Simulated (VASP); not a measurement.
# BrRb: relaxation of the atoms with LDA

The system is BrRb, in a box.

```
Br Rb
1.0
     9.00000    0.00000    0.00000
     0.00000    9.00000    0.00000
     0.00000    0.00000   12.00000
Br Rb
1 1
Direct
  0.50767 0.50089 0.37513
  0.50256 0.50131 0.61984
```

This cell differs from its parent crystal: atoms moved at random.

| Item | Value |
| --- | --- |
| Program | VASP 6.6.1 |
| Task | relaxation of the atoms |
| Functional | LDA |
| Potentials or basis | VASP PAW LDA potentials, release 64 (Br, Rb_sv) |
| Cutoff | 550 eV |
| k mesh | 1 × 1 × 1 |
| Occupations | gaussian, width 0.03 eV |
| Spin | no spin polarisation |
| Tolerance level | standard |
| Purpose | geometry |
| Further INCAR settings | ALGO = Normal; EDIFF = 1e-07; NELMDL = -8; IBRION = 2; EDIFFG = -0.002; NSW = 120; ISIF = 0 |

```
Energy gained by relaxing       : 1.9 meV/atom
Ionic steps                     : 3
Gap between the frontier levels : 3.04 eV
```

The path:
```
step  energy change (eV)  largest force (eV/Å)
   1              0.0000                0.1773
   2             -0.0025                0.1089
   3             -0.0038                0.0015
```

Final structure:
```
Br Rb
1.0
     9.00000    0.00000    0.00000
     0.00000    9.00000    0.00000
     0.00000    0.00000   12.00000
Br Rb
1 1
Direct
  0.50765 0.50089 0.37690
  0.50258 0.50131 0.61807
```

Levels at points of the mesh, in eV from the valence-band top:
| k point | band 6 | band 7 | band 8 | band 9 | band 10 | band 11 |
| --- | --- | --- | --- | --- | --- | --- |
| (0.00, 0.00, 0.00) | -0.21 | 0.00 | 0.00 | 3.04 | 4.76 | 5.09 |

It took 110 s on 1 thread of Intel(R) Xeon(R) Platinum 8375C CPU @ 2.90GHz (Ice Lake), on a shared host, peak memory 0.64 GiB.

Caveat: the cell differs from its parent crystal (atoms moved at random).
